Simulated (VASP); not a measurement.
In:

```
CELL_PARAMETERS angstrom
-1.62547 1.62547 2.47370
1.62547 -1.62547 2.47370
1.62547 1.62547 -2.47370
ATOMIC_POSITIONS crystal
In 0.00000 0.00000 0.00000
```

- Program: VASP 6.6.1
- Task: relaxation of cell and atoms
- Functional: PBEsol
- Potentials or basis: VASP PAW PBE potentials, release 64 (In_d)
- Cutoff: 600 eV
- k mesh: 11 × 11 × 11
- Occupations: fermi-dirac, width 0.05 eV
- Spin: no spin polarisation

At the start: pressure -0.9 GPa; volume 26.14 Å³/atom.

Question: How do energy, volume and symmetry change on relaxing?

Answer: Over 11 steps the energy falls by 3.4 meV/atom and the volume is 25.54 Å³/atom (-2.3 %); space group I4/mmm (No. 139, to 0.05 Å).

The path:
```csv
step,energy change (eV),largest force (eV/Å),pressure (GPa),volume (Å³)
1,0.0000,0.0000,-0.95,26.14
2,-0.0018,0.0000,0.05,25.56
3,-0.0018,0.0000,0.05,25.56
4,-0.0021,0.0000,0.04,25.55
5,-0.0031,0.0000,0.04,25.52
6,-0.0030,0.0000,0.21,25.45
7,-0.0034,0.0000,0.13,25.48
8,-0.0034,0.0000,0.09,25.49
9,-0.0034,0.0000,0.10,25.49
10,-0.0034,0.0000,-0.11,25.61
11,-0.0034,0.0000,0.03,25.54
```

Final structure:
```xyz
1
Lattice="-1.6316 1.6316 2.3986 1.6316 -1.6316 2.3986 1.6316 1.6316 -2.3986" Properties=species:S:1:pos:R:3 pbc="T T T"
In    0.0000    0.0000    0.0000
```

Caveat: the PAW data sets were made with another functional, which shifts forces and pressure a little.
